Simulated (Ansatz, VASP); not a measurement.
# ZnSnP2: VASP beside Ansatz

```xyz
8
Lattice="0.0000 5.6188 0.0000 5.6188 0.0000 0.0000 2.8094 2.8094 -5.5364" Properties=species:S:1:pos:R:3 pbc="T T T"
Sn    2.8094    2.8094    0.0000
Sn    5.6188    2.8094   -2.7682
Zn    0.0000    0.0000    0.0000
Zn    2.8094    5.6188   -2.7682
P     4.2927    4.2141   -4.1523
P     1.4047    4.1354   -1.3841
P     6.9448    7.0235   -4.1523
P     4.2141    1.4834   -1.3841
```

Alike in both runs: task single point; functional PBE; k mesh 5 × 5 × 5; no spin polarisation.

```csv
,VASP,Ansatz
version,VASP 6.6.1,Ansatz 0.2.0
potentials or method,"VASP PAW PBE potentials, release 64 (Sn_d, Zn, P), cutoff 500 eV",PAW plane waves
occupations,"fermi-dirac, width 0.1 eV",fermi-dirac
valence electrons in the cell,72,72
```

|  | VASP | Ansatz | Ansatz less VASP |
| --- | --- | --- | --- |
| pressure (GPa) | 8.3 | 8.4 | +0.10 |
| traceless stress, the component that is largest in VASP (GPa) | 0.22 | 0.23 | +0.006 |
| rms of the force components (eV/Å) | 1.023 | 1.038 | +0.0146 |

Atom by atom the forces differ by 0.015 eV/Å (rms over components).
